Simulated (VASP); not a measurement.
A run of VASP 6.6.1:

File INCAR:

```
SYSTEM = Na
PREC     = Accurate       ! precision mode
ENCUT    = 520            ! plane-wave cutoff, eV
EDIFF    = 1E-7           ! SCF threshold, eV
ISMEAR   = 0              ! smearing method
SIGMA    = 0.15           ! smearing width, eV
LREAL    = .FALSE.        ! projectors in reciprocal space
LASPH    = .TRUE.         ! aspherical terms in the spheres
NELM     = 60             ! most SCF steps
ALGO     = Normal         ! electronic algorithm
ISIF     = 2              ! what is computed and relaxed
LWAVE    = .FALSE.        ! write WAVECAR
LCHARG   = .FALSE.        ! write CHGCAR
GGA      = PE             ! functional
NBANDS   = 10             ! bands
```

The input KPOINTS:

```
Automatic mesh
0
G
  18 18 18
  0 0 0
```

File POSCAR:

```
Na
1.0
   -2.1175000000      2.1175000000      2.1175000000
    2.1175000000     -2.1175000000      2.1175000000
    2.1175000000      2.1175000000     -2.1175000000
Na
1
Direct
    0.0000000000      0.0000000000      0.0000000000
```

Potentials or basis: VASP PAW PBE potentials, release 64 (Na_pv).

The run is started by

```sh
$ cat potpaw_PBE.64/Na_pv/POTCAR > POTCAR
$ mpirun -np 1 vasp_std > vasp.out
```

Hardware: 1 thread of Intel(R) Xeon(R) Platinum 8259CL CPU @ 2.50GHz (Skylake/Cascade Lake) (shared host).

Q: Estimate the wall time of this run.

A: Wall time 47 s on 1 thread of Intel(R) Xeon(R) Platinum 8259CL CPU @ 2.50GHz (Skylake/Cascade Lake), with other jobs on the host, peak memory 0.19 GiB. Counts: scf iterations 10, k points 195.
